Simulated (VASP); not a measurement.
# Y (Fm-3m) in VASP: further runs

The runs below take Y through single point, with r2SCAN.

All numbers are computed with VASP 6.6.1; they aren't measurements. Logs are shortened: lines on timing, memory, paths and dates and some standing lists are left out, and cuts for length are marked.

### Step 1. The cell of the first run

The structure is cubic, space group Fm-3m (No. 225). The conventional cell has a = 4.895 Å, b = 4.895 Å, c = 4.895 Å, α = 90.00°, β = 90.00°, γ = 90.00°. Within 4.5 Å of Y (site symmetry m-3m) lie 12 Y at 3.46 Å.

### Step 2. Single point, r2SCAN (volume scaled by 0.88)

POSCAR reads:

```
Y
1.0
    0.0000000000      2.4473334410      2.4473334410
    2.4473334410      0.0000000000      2.4473334410
    2.4473334410      2.4473334410      0.0000000000
Y
1
Direct
    0.0000000000      0.0000000000      0.0000000000
```

INCAR.step1 reads:

```
SYSTEM = Y
ALGO = Normal ; EDIFF = 1E-4
ENCUT = 520 ; GGA = PE
ISMEAR = -1 ; LASPH = .TRUE.
LCHARG = .FALSE. ; LREAL = .FALSE.
LWAVE = .TRUE. ; NBANDS = 12
NELM = 100 ; PREC = Accurate
SIGMA = 0.1
```

INCAR.step2 reads:

```
SYSTEM = Y
ALGO = Normal ; EDIFF = 1E-6
ENCUT = 520 ; ISIF = 2
ISMEAR = -1 ; ISTART = 1
LASPH = .TRUE. ; LCHARG = .TRUE.
LELF = .TRUE. ; LMIXTAU = .TRUE.
LREAL = .FALSE. ; LVHAR = .TRUE.
LWAVE = .FALSE. ; METAGGA = R2SCAN
NBANDS = 12 ; NELM = 100
PREC = Accurate ; SIGMA = 0.1
```

KPOINTS reads:

```
k-points
0
G
  12 12 12
  0 0 0
```

Potentials or basis: VASP PAW PBE potentials, release 64 (Y_sv).

Started as:

```sh
$ cat potpaw_PBE.64/Y_sv/POTCAR > POTCAR
$ cp INCAR.step1 INCAR
$ mpirun -np 1 vasp_std > vasp.out
$ cp INCAR.step2 INCAR
$ mpirun -np 1 vasp_std > vasp.out
```

OUTCAR:

```text
SYSTEM = Y
   EDIFF = 1E-6
   ENCUT = 520
   ISIF = 2
   ISMEAR = -1
   ISTART = 1
   LASPH = .TRUE.
   LREAL = .FALSE.
   METAGGA = R2SCAN
   NELM = 100
   PREC = Accurate

 ion  position               nearest neighbor table
   1  0.000  0.000  0.000-

  LATTYP: Found a face centered cubic cell.
 ALAT       =     4.8946668820

  Lattice vectors:

 A1 = (   0.0000000000,   2.4473334410,   2.4473334410)
 A2 = (   2.4473334410,   0.0000000000,   2.4473334410)
 A3 = (   2.4473334410,   2.4473334410,   0.0000000000)

Analysis of symmetry for initial positions (statically):
=====================================================================
 Subroutine PRICEL returns:
 Original cell was already a primitive cell.

 Routine SETGRP: Setting up the symmetry group for a
 face centered cubic supercell.

 Subroutine GETGRP returns: Found 48 space group operations
 (whereof 48 operations were pure point group operations)
 out of a pool of 48 trial point group operations.

The static configuration has the point symmetry O_h .

Analysis of symmetry for dynamics (positions and initial velocities):
=====================================================================
 Subroutine PRICEL returns:
 Original cell was already a primitive cell.

 Routine SETGRP: Setting up the symmetry group for a
 face centered cubic supercell.

 Subroutine GETGRP returns: Found 48 space group operations
 (whereof 48 operations were pure point group operations)
 out of a pool of 48 trial point group operations.

The dynamic configuration has the point symmetry O_h .

 Subroutine INISYM returns: Found 48 space group operations
 (whereof 48 operations are pure point group operations),
 and found     1 'primitive' translations

----------------------------------------------------------------------------------------

                                     Primitive cell

  volume of cell :      29.3163

  direct lattice vectors                    reciprocal lattice vectors
     0.000000000  2.447333441  2.447333441    -0.204303995  0.204303995  0.204303995
     2.447333441  0.000000000  2.447333441     0.204303995 -0.204303995  0.204303995
     2.447333441  2.447333441  0.000000000     0.204303995  0.204303995 -0.204303995

  length of vectors
     3.461052144  3.461052144  3.461052144     0.353864900  0.353864900  0.353864900

  position of ions in fractional coordinates (direct lattice)
     0.000000000  0.000000000  0.000000000

  ion indices of the primitive-cell ions
   primitive index   ion index
                 1           1

----------------------------------------------------------------------------------------

 KPOINTS: k-points

Automatic generation of k-mesh.
 Grid dimensions read from file:
 generate k-points for:   12   12   12

 Generating k-lattice:

  Cartesian coordinates                     Fractional coordinates (reciprocal lattice)
    -0.017025333  0.017025333  0.017025333     0.083333333  0.000000000  0.000000000
     0.017025333 -0.017025333  0.017025333     0.000000000  0.083333333  0.000000000
     0.017025333  0.017025333 -0.017025333     0.000000000  0.000000000  0.083333333

  Length of vectors
     0.029488742  0.029488742  0.029488742

  Shift w.r.t. Gamma in fractional coordinates (k-lattice)
     0.000000000  0.000000000  0.000000000

 Subroutine IBZKPT returns following result:
 ===========================================

 Found     72 irreducible k-points:

 Following reciprocal coordinates:
            Coordinates               Weight
  0.000000  0.000000  0.000000      1.000000
  0.083333  0.000000  0.000000      8.000000
  0.166667  0.000000  0.000000      8.000000
  0.250000  0.000000  0.000000      8.000000
  0.333333  0.000000  0.000000      8.000000
  0.416667  0.000000  0.000000      8.000000
[... 16 lines left out ...]
  0.500000  0.166667  0.000000     24.000000
 -0.416667  0.166667  0.000000     24.000000
 [... further k-points ...]
   k-points           NKPTS =     72   k-points in BZ     NKDIM =     72   number of bands    NBANDS=     12
   number of dos      NEDOS =    301   number of ions     NIONS =      1
   total plane-waves  NPLWV =  21952
   dimension x,y,z NGX =    28 NGY =   28 NGZ =   28
   dimension x,y,z NGXF=    56 NGYF=   56 NGZF=   56
   ions per type =               1
   NGX,Y,Z   is equivalent  to a cutoff of  13.45, 13.45, 13.45 a.u.
   NGXF,Y,Z  is equivalent  to a cutoff of  26.90, 26.90, 26.90 a.u.
 SYSTEM =  Y
   PREC   = accura    normal or accurate (medium, high low for compatibility)
   ISTART =      1    job   : 0-new  1-cont  2-samecut
   ICHARG =      0    charge: 1-file 2-atom 10-const
   ISPIN  =      1    spin polarized calculation?
   LNONCOLLINEAR =      F non collinear calculations
   LSORBIT =      F    spin-orbit coupling
   LASPH  =      T    aspherical Exc in radial PAW
   ENCUT  =  520.0 eV  38.22 Ry    6.18 a.u.   6.44  6.44  6.44*2*pi/ulx,y,z
   NELM   =    100;   NELMIN=  2; NELMDL=  0     # of ELM steps
   EDIFF  = 0.1E-05   stopping-criterion for ELM
   LREAL  =      F    real-space projection
   EDIFFG = 0.1E-04   stopping-criterion for IOM
   NSW    =      0    number of steps for IOM
   IBRION =     -1    ionic relax: 0-MD 1-quasi-New 2-CG
   NFREE  =      0    steps in history (QN), initial steepest desc. (CG)
   ISIF   =      2    stress and relaxation
   ISYM   =      2    0-nonsym 1-usesym 2-fastsym
   POTIM  = 0.5000    time-step for ionic-motion
   TEBEG  =    0.0;   TEEND  =   0.0 temperature during run
   PSTRESS=    0.0 pullay stress
   NELECT =      11.0000    total number of electrons
   NUPDOWN=      -1.0000    fix difference up-down
   EMIN   =  10.00;   EMAX   =-10.00  energy-range for DOS
   EFERMI =   0.00;   METHOD = LEGACY
   ISMEAR =    -1;   SIGMA  =   0.10  broadening in eV -4-tet -1-fermi 0-gaus
   EFERMI_NEDOS =   21; number of points for ismear=-14 and -15
   IALGO  =     38    algorithm
   IMIX   =      4    mixing-type and parameters
     AMIX     =   0.40;   BMIX     =  1.00
     AMIX_MAG =   1.60;   BMIX_MAG =  1.00
  volume/ion in A,a.u.               =      29.32       197.84
  Fermi-wavevector in a.u.,A,eV,Ry     =   1.180781  2.231352 18.969829  1.394243
  Thomas-Fermi vector in A             =   2.317067
   LORBIT       =      0    0 simple, 1 ext, 2 COOP (PROOUT), +10 PAW based schemes
   METAGGA = R2SCAN    functional components
   LHFCALC =     F    Hartree Fock is set to
   AEXX    =    0.0000 exact exchange contribution
   IVDW    =     0    specifies the selected vdW correction
   LEPSILON=     F    determine dielectric tensor
   LRPA    =     F    only Hartree local field effects (RPA)
 non-spin polarized calculation
  energy-cutoff  :      520.00
  volume of cell :       29.32
 maximum number of plane-waves:       817
 NGX is ok and might be reduce to    28
   NGX = 13   NGY = 13   NGZ = 13

 number of electron      11.0000001 magnetization

 Free energy of the ion-electron system (eV)
  ---------------------------------------------------
  ext. energy  EPLUGINS =         0.00000000
  ---------------------------------------------------
  free energy    TOTEN  =       -20.18057966 eV

  energy without entropy =      -20.13488213  energy(sigma->0) =      -20.15773090

 E-fermi :   3.6758     XC(G=0): -10.5649

 val. band max:        3.6331268133   @ k =  -0.3333   0.2500   0.0000
 cond. band min:       3.6769968778   @ k =   0.4167   0.2500   0.0833
 fundamental gap:      0.0438700645
 Fermi energy:         3.6758137113

 k-point     1 :       0.0000    0.0000    0.0000
  band No.  band energies     occupation
      1     -40.2482      2.00000
      2     -19.1892      2.00000
      3     -19.1892      2.00000
      4     -19.1892      2.00000
      5      -1.4499      2.00000
      6       5.8363      0.00000
      7       5.8363      0.00000
      8       5.8363      0.00000
      9       8.2510      0.00000
     10       8.2510      0.00000
     11      13.2621      0.00000
     12      17.1624      0.00000

 k-point     2 :       0.0833    0.0000    0.0000
  band No.  band energies     occupation
      1     -40.2408      2.00000
      2     -19.2493      2.00000
      3     -19.1963      2.00000
      4     -19.1963      2.00000
      5      -1.2487      2.00000
      6       5.5879      0.00000
      7       5.9294      0.00000
      8       5.9294      0.00000
      9       8.1338      0.00000
     10       8.1338      0.00000
     11      13.7419      0.00000
     12      16.3247      0.00000

 k-point     3 :       0.1667    0.0000    0.0000
  band No.  band energies     occupation
      1     -40.2206      2.00000
      2     -19.4103      2.00000
      3     -19.2157      2.00000
      4     -19.2157      2.00000
      5      -0.6853      2.00000
      6       5.0399      0.00000
      7       6.1134      0.00000
      8       6.1134      0.00000
      9       7.9671      0.00000
     10       7.9671      0.00000
     11      14.4726      0.00000
     12      15.5297      0.00000
[... 286 lines left out ...]
 k-point    23 :       0.5000    0.1667    0.0000
  band No.  band energies     occupation
      1     -40.1277      2.00000
      2     -19.9417      2.00000
      3     -19.4214      2.00000
      4     -19.3412      2.00000
      5       2.1004      2.00000
      6       3.7385      0.69630
      7       5.0178      0.00000
      8       6.2944      0.00000
      9       9.9834      0.00000
     10      10.0061      0.00000
     11      12.6952      0.00000
     12      14.9140      0.00000

 k-point    24 :      -0.4167    0.1667    0.0000
  band No.  band energies     occupation
      1     -40.1258      2.00000
      2     -19.9489      2.00000
      3     -19.4490      2.00000
      4     -19.3240      2.00000
      5       2.1973      2.00000
      6       3.8186      0.38682
      7       4.9888      0.00000
      8       6.2059      0.00000
      9       9.4349      0.00000
     10      10.6041      0.00000
     11      12.6611      0.00000
     12      14.9041      0.00000

 [... further k-points ...]

------------------------ aborting loop because EDIFF is reached ----------------------------------------

  FORCE on cell =-STRESS in cart. coord.  units (eV):
  Direction    XX          YY          ZZ          XY          YZ          ZX
  --------------------------------------------------------------------------------------
  -------------------------------------------------------------------------------------
  Total        1.0765483      1.0765483      1.0765483      0.0000000      0.0000000      0.0000000
  in kB       58.8348504     58.8348504     58.8348504      0.0000000      0.0000000      0.0000000
  external PRESSURE =      58.8348504 kB  Pullay stress =       0.0000000 kB

 VOLUME and BASIS-vectors are now :
 -----------------------------------------------------------------------------
  energy-cutoff  :      520.00
  volume of cell :       29.32
      direct lattice vectors                 reciprocal lattice vectors
     0.000000000  2.447333441  2.447333441    -0.204303995  0.204303995  0.204303995
     2.447333441  0.000000000  2.447333441     0.204303995 -0.204303995  0.204303995
     2.447333441  2.447333441  0.000000000     0.204303995  0.204303995 -0.204303995

 POSITION                                       TOTAL-FORCE (eV/Angst)
 -----------------------------------------------------------------------------------
      0.00000      0.00000      0.00000         0.000000     -0.000000      0.000000
 -----------------------------------------------------------------------------------
    total drift:                                0.000000     -0.000000     -0.000000

  FREE ENERGIE OF THE ION-ELECTRON SYSTEM (eV)
  ---------------------------------------------------
  free  energy   TOTEN  =       -20.1805796590 eV

  energy  without entropy=      -20.1348821318  energy(sigma->0) =      -20.15773090
```

Wall time 76 s (1 thread of Intel Xeon Platinum 8375C at 2.90GHz (Ice Lake), shared host); peak memory 0.2 GiB.

What came out:

```
Free energy : -20.1806 eV
Pressure    : 5.9 GPa
```

Caveat: the PAW data sets were made with another functional, which shifts forces and pressure a little.

[end of part 1 of 2]
